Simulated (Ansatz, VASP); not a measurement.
Two plane-wave programs on AgBr

```
Ag Br
1.0
     0.00000    2.84704    2.84704
     2.84704    0.00000    2.84704
     2.84704    2.84704    0.00000
Ag Br
1 1
Direct
  0.50000 0.50000 0.50000
  0.00000 0.00000 0.00000
```

Change from the starting cell: volume scaled by 0.96, PAW files.

Alike in both runs: task electric field gradients; functional LDA; k mesh 7 × 7 × 7; occupations fermi-dirac, width 0.03 eV; no spin polarisation.

|  | VASP | Ansatz |
| --- | --- | --- |
| version | VASP 6.6.1 | Ansatz 0.2.0 |
| potentials or method | VASP PAW LDA potentials, release 64 (Ag, Br) | PAW with Ansatz's default frozen-core files, scalar-relativistic |
| plane-wave cutoff (eV) | 400 | 420 |
| valence electrons in the cell | 18 | 26 |

|  | VASP | Ansatz | Ansatz less VASP |
| --- | --- | --- | --- |
| pressure (GPa) | -3.3 | -3.2 | +0.13 |

LDA's correlation is that of Perdew and Zunger in VASP and of Perdew and Wang (1992) in Ansatz. VASP's potentials hold 18 valence electrons a cell and Ansatz's 26, so a difference there can come from the potentials and not from the codes.
